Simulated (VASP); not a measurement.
AlN:

```
CELL_PARAMETERS angstrom
3.35570 0.00000 0.00000
-1.67785 2.90612 0.00000
0.00000 0.00000 4.24267
ATOMIC_POSITIONS crystal
Al 0.66667 0.33333 0.25000
Al 0.33333 0.66667 0.75000
N 0.66667 0.33333 0.75000
N 0.33333 0.66667 0.25000
```

Base run:

| Item | Value |
| --- | --- |
| Program | VASP 6.6.1 |
| Functional | r2SCAN |
| Potentials or basis | VASP PAW PBE potentials, release 64 (Al, N) |
| Cutoff | 520 eV |
| k mesh | 9 × 9 × 7 |
| Occupations | fermi-dirac, width 0.05 eV |
| Spin | no spin polarisation |

Its results: band gap on the k mesh 3.55 eV, direct; pressure -13.1 GPa.

Problem. The run is repeated on the same cell with these changes: functional from r2SCAN to PBEsol; further incar settings from ALGO = Normal; EDIFF = 1e-06; NBANDS = 16 to ALGO = Normal; EDIFF = 1e-07; NBANDS = 16. What comes out?

Solution. Band gap on the k mesh 2.90 eV, direct; pressure -10.9 GPa.

Caveats: the PAW data sets were made with another functional, which shifts forces and pressure a little.

A k mesh can miss the band edges.
